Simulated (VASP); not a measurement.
## C: single point with revPBE

The system is C.

```
C
1.0
    -1.17706    1.17706    1.17706
     1.17706   -1.17706    1.17706
     1.17706    1.17706   -1.17706
C
1
Direct
  0.00000 0.00000 0.00000
```

This cell differs from its parent crystal: volume scaled by 0.96.

```
Program             : VASP 6.6.1
Task                : single point
Functional          : revPBE
Potentials or basis : VASP PAW PBE potentials, release 64 (C)
Cutoff              : 520 eV
k mesh              : 21 × 21 × 21
Occupations         : fermi-dirac, width 0.1 eV
Spin                : no spin polarisation
```

* Pressure: 7.5 GPa
* Band gap on the k mesh: zero (band 2 reaches 18.28 eV, above the bottom of band 3 at 3.71 eV)

Levels at points of the mesh, in eV from the Fermi level:
| k point | band 1 | band 2 | band 3 | band 4 | band 5 |
| --- | --- | --- | --- | --- | --- |
| (0.00, 0.00, 0.00) | -19.99 | 9.38 | 9.38 | 9.38 | 33.55 |

Wall time 21 s on 1 thread of Intel Xeon 8259CL, with other jobs on the host, peak memory 0.09 GiB.

Caveat: the PAW data sets were made with another functional, which shifts forces and pressure a little.
